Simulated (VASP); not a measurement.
# CoSi (NiAs type) (P6_3/mmc) in VASP: further runs, part 2 of 2

VASP 6.6.1. Earlier steps stand in the parts before.

### Step 3. Single point, PBE (6.84 Å³/atom)

INCAR

```
SYSTEM = CoSi
PREC     = Accurate       ! precision mode
ENCUT    = 520            ! plane-wave cutoff, eV
EDIFF    = 1E-7           ! SCF threshold, eV
ISMEAR   = -1             ! smearing method
SIGMA    = 0.08           ! smearing width, eV
LREAL    = .FALSE.        ! projectors in reciprocal space
LASPH    = .TRUE.         ! aspherical terms in the spheres
NELM     = 100            ! most SCF steps
ALGO     = Normal         ! electronic algorithm
ISIF     = 2              ! what is computed and relaxed
LWAVE    = .FALSE.        ! write WAVECAR
LCHARG   = .FALSE.        ! write CHGCAR
GGA      = PE             ! functional
NBANDS   = 21             ! bands
```

KPOINTS

```
Automatic mesh
0
G
  12 12 7
  0 0 0
```

POSCAR

```
CoSi
1.0
    2.2219361987      0.0000000000      0.0000000000
   -1.1109680993      1.9242531936      0.0000000000
    0.0000000000      0.0000000000      6.3952730058
Co Si
2 2
Direct
    0.0000000000      0.0000000000      0.0000000000
    0.0000000000      0.0000000000      0.5000000000
    0.3333333333      0.6666666667      0.2500000000
    0.6666666667      0.3333333333      0.7500000000
```

Potentials or basis: VASP PAW PBE potentials, release 64 (Co, Si).

Command:

```bash
cat potpaw_PBE.64/Co/POTCAR potpaw_PBE.64/Si/POTCAR > POTCAR
mpirun -np 1 vasp_std > vasp.out
```

OUTCAR:

```text
SYSTEM = CoSi
   PREC = Accurate
   ENCUT = 520
   EDIFF = 1E-7
   ISMEAR = -1
   LREAL = .FALSE.
   LASPH = .TRUE.
   NELM = 100
   ISIF = 2
   GGA = PE

 ion  position               nearest neighbor table
   1  0.000  0.000  0.000-   3 2.05   4 2.05   3 2.05   4 2.05   4 2.05   3 2.05   4 3.02   3 3.02
                             3 3.02   4 3.02   3 3.02   4 3.02
   2  0.000  0.000  0.500-   3 2.05   4 2.05   3 2.05   4 2.05   4 2.05   3 2.05   4 3.02   3 3.02
                             3 3.02   4 3.02   3 3.02   4 3.02
   3  0.333  0.667  0.250-   1 2.05   2 2.05   1 2.05   2 2.05   1 2.05   2 2.05   1 3.02   2 3.02
                             1 3.02   2 3.02   1 3.02   2 3.02
   4  0.667  0.333  0.750-   1 2.05   2 2.05   1 2.05   2 2.05   1 2.05   2 2.05   1 3.02   2 3.02
                             1 3.02   2 3.02   1 3.02   2 3.02

  LATTYP: Found a hexagonal cell.
 ALAT       =     2.2219361987
 C/A-ratio  =     2.8782433130

  Lattice vectors:

 A1 = (   2.2219361987,   0.0000000000,   0.0000000000)
 A2 = (  -1.1109680993,   1.9242531936,   0.0000000000)
 A3 = (   0.0000000000,   0.0000000000,   6.3952730058)

Analysis of symmetry for initial positions (statically):
=====================================================================
 Subroutine PRICEL returns:
 Original cell was already a primitive cell.

[... 179 lines left out ...]
 fundamental gap:      0.0268476447
 Fermi energy:        21.3439887907

 k-point     1 :       0.0000    0.0000    0.0000
  band No.  band energies     occupation
      1       2.3507      2.00000
      2       4.5005      2.00000
      3       9.0059      2.00000
      4      13.4932      2.00000
      5      15.9941      2.00000
      6      16.2862      2.00000
[... 565 lines left out ...]
     20      33.0748      0.00000
     21      33.6164      0.00000

 [... further k-points ...]

------------------------ aborting loop because EDIFF is reached ----------------------------------------

  FORCE on cell =-STRESS in cart. coord.  units (eV):
  Direction    XX          YY          ZZ          XY          YZ          ZX
  --------------------------------------------------------------------------------------
  -------------------------------------------------------------------------------------
  Total       50.6377609     50.6377609     51.3549413      0.0000000      0.0000000      0.0000000
  in kB     2967.1000258   2967.1000256   3009.1229343      0.0000001      0.0000000      0.0000000
  external PRESSURE =    2981.1076619 kB  Pullay stress =       0.0000000 kB

 VOLUME and BASIS-vectors are now :
 -----------------------------------------------------------------------------
  energy-cutoff  :      520.00
  volume of cell :       27.34
      direct lattice vectors                 reciprocal lattice vectors
     2.221936199  0.000000000  0.000000000     0.450057927  0.259841065  0.000000000
    -1.110968099  1.924253194  0.000000000     0.000000000  0.519682131  0.000000000
     0.000000000  0.000000000  6.395273006     0.000000000  0.000000000  0.156365490

 POSITION                                       TOTAL-FORCE (eV/Angst)
 -----------------------------------------------------------------------------------
      0.00000      0.00000      0.00000         0.000000     -0.000000      0.000000
      0.00000      0.00000      3.19764         0.000000     -0.000000      0.000000
     -0.00000      1.28284      1.59882         0.000000     -0.000000      0.000000
      1.11097      0.64142      4.79645        -0.000000      0.000000     -0.000000
 -----------------------------------------------------------------------------------
    total drift:                                0.000000      0.000000      0.000000

  FREE ENERGIE OF THE ION-ELECTRON SYSTEM (eV)
  ---------------------------------------------------
  free  energy   TOTEN  =       -15.8941989570 eV

  energy  without entropy=      -15.8353031014  energy(sigma->0) =      -15.86475103
```

OSZICAR:

```text
N       E                     dE             d eps       ncg     rms          rms(c)
DAV:   1     0.160755663792E+03    0.16076E+03   -0.11544E+04  3408   0.155E+03
DAV:   2    -0.950738459420E+01   -0.17026E+03   -0.16058E+03  3202   0.307E+02
DAV:   3    -0.186907995144E+02   -0.91834E+01   -0.88910E+01  3695   0.836E+01
DAV:   4    -0.189164058510E+02   -0.22561E+00   -0.22507E+00  3729   0.125E+01
DAV:   5    -0.189240871823E+02   -0.76813E-02   -0.76803E-02  4092   0.231E+00    0.387E+01
DAV:   6    -0.188623336273E+02    0.61754E-01   -0.27799E+01  3766   0.948E+01    0.151E+01
DAV:   7    -0.170949215613E+02    0.17674E+01   -0.22803E+01  3719   0.864E+01    0.183E+01
DAV:   8    -0.158901125736E+02    0.12048E+01   -0.25743E+00  3834   0.300E+01    0.991E-01
DAV:   9    -0.158952164867E+02   -0.51039E-02   -0.10678E-01  4212   0.264E+00    0.844E-01
DAV:  10    -0.158953276256E+02   -0.11114E-03   -0.23432E-03  3945   0.387E-01    0.801E-01
DAV:  11    -0.158943228958E+02    0.10047E-02   -0.19225E-03  4049   0.794E-01    0.377E-01
DAV:  12    -0.158942123634E+02    0.11053E-03   -0.41906E-04  4316   0.222E-01    0.197E-01
DAV:  13    -0.158942089998E+02    0.33636E-05   -0.62091E-05  4597   0.921E-02    0.760E-02
DAV:  14    -0.158942013010E+02    0.76988E-05   -0.16191E-05  4575   0.564E-02    0.452E-02
DAV:  15    -0.158941989949E+02    0.23061E-05   -0.21009E-06  4574   0.120E-02    0.250E-02
DAV:  16    -0.158941989570E+02    0.37885E-07   -0.16079E-07  2805   0.558E-03
   1 F= -.15894199E+02 E0= -.15864751E+02  d E =-.588959E-01
```

Wall time 21 s (1 thread of Intel Xeon 6975P-C (Granite Rapids), shared host); peak memory 0.17 GiB.

Results:

```yaml
Free_energy: -15.8942 eV
Pressure: 298.1 GPa
Band_gap_on_the_k_mesh: zero (bands 13 and 14 overlap by 2.69 eV)
```

Caveat: the cell stands under pressure; the run has no spin polarisation, though such a crystal can be magnetic. Spin polarisation is off, so any magnetic state and its effect on volume and gap are missing.

### Step 4. Single point, PBE

This run uses another cell than the first one, of 7.95 Å³/atom.

INCAR

```
PREC = Accurate ; ENCUT = 520
EDIFF = 1E-6 ; ISMEAR = -1
SIGMA = 0.08 ; LREAL = F
LASPH = T ; NELM = 80
ALGO = Normal ; ISIF = 2
LWAVE = F ; LCHARG = T
GGA = PE ; LELF = T
LVHAR = T ; NBANDS = 21
```

KPOINTS

```
Automatic mesh
0
Gamma
  12 12 7
```

POSCAR

```
CoSi
1.0
    2.7868112281      0.0000000000      0.0000000000
   -1.3934056141      2.4134493191      0.0000000000
    0.0000000000      0.0000000000      4.7306894408
Co Si
2 2
Direct
    0.0000000000      0.0000000000      0.0000000000
    0.0000000000      0.0000000000      0.5000000000
    0.3333333333      0.6666666667      0.2500000000
    0.6666666667      0.3333333333      0.7500000000
```

Command:

```bash
cat potpaw_PBE.64/Co/POTCAR potpaw_PBE.64/Si/POTCAR > POTCAR
mpirun -np 1 vasp_std > vasp.out
```

Wall time 17 s (1 thread of Intel Xeon 6975P-C (Granite Rapids), shared host); peak memory 0.18 GiB.

The run converged. Its results:

* Free energy: -18.6807 eV
* Pressure: 203.5 GPa
* Band gap on the k mesh: zero (bands 13 and 14 overlap by 3.23 eV)

Levels at points of the mesh, in eV from the Fermi level:
```tsv
k point	band 9	band 10	band 11	band 12	band 13	band 14	band 15	band 16
(0.00, 0.00, 0.00)	-4.04	-4.04	-2.01	-2.01	0.55	6.54	6.55	6.55
(0.50, 0.00, 0.00)	-3.18	-2.68	-2.05	-1.64	-1.10	-1.02	0.67	3.69
```

Caveat: the cell stands under pressure; the run has no spin polarisation, though such a crystal can be magnetic. Spin polarisation is off, so any magnetic state and its effect on volume and gap are missing.
